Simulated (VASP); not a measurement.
Set up this calculation in VASP 6.6.1, as the native input.

```yaml
Task: single point
Functional: PBE
Potentials_or_basis: VASP PAW PBE potentials, release 64 (Si)
Cutoff: 500 eV
k_mesh: 10 × 10 × 10
Occupations: methfessel-paxton, width 0.3 eV
Spin: no spin polarisation
Dipole_correction: no
Further_INCAR_settings: ALGO = Normal; EDIFF = 1e-06; NBANDS = 11
```

The structure of Si lies in POSCAR:

```
Si
1.0
    0.0000000000      2.7354874751      2.7354874751
    2.7354874751      0.0000000000      2.7354874751
    2.7354874751      2.7354874751      0.0000000000
Si
2
Direct
    0.5000000000      0.5000000000      0.5000000000
    0.7500000000      0.7500000000      0.7500000000
```

One way to write it, as run:

INCAR

```
ALGO = Normal
EDIFF = 1E-6
ENCUT = 500
GGA = PE
GGA_COMPAT = False
ISIF = 2
ISMEAR = 1
LASPH = True
LCHARG = True
LELF = True
LREAL = False
LVHAR = True
LWAVE = False
NBANDS = 11
NELM = 120
PREC = Accurate
SIGMA = 0.3
```

KPOINTS

```
k-points
0
Gamma
  10 10 10
```

Potentials or basis: VASP PAW PBE potentials, release 64 (Si).

Command:

```bash
$ cat potpaw_PBE.64/Si/POTCAR > POTCAR
$ mpirun -np 1 vasp_std > vasp.out
```

Results of the run:

- Pressure: -0.1 GPa
- Band gap on the k mesh: 0.62 eV (least direct gap 2.56 eV)

Run time: 15 s on 1 thread of Intel(R) Xeon(R) Platinum 8259CL CPU @ 2.50GHz (Skylake/Cascade Lake), on a shared host, peak memory 0.15 GiB.
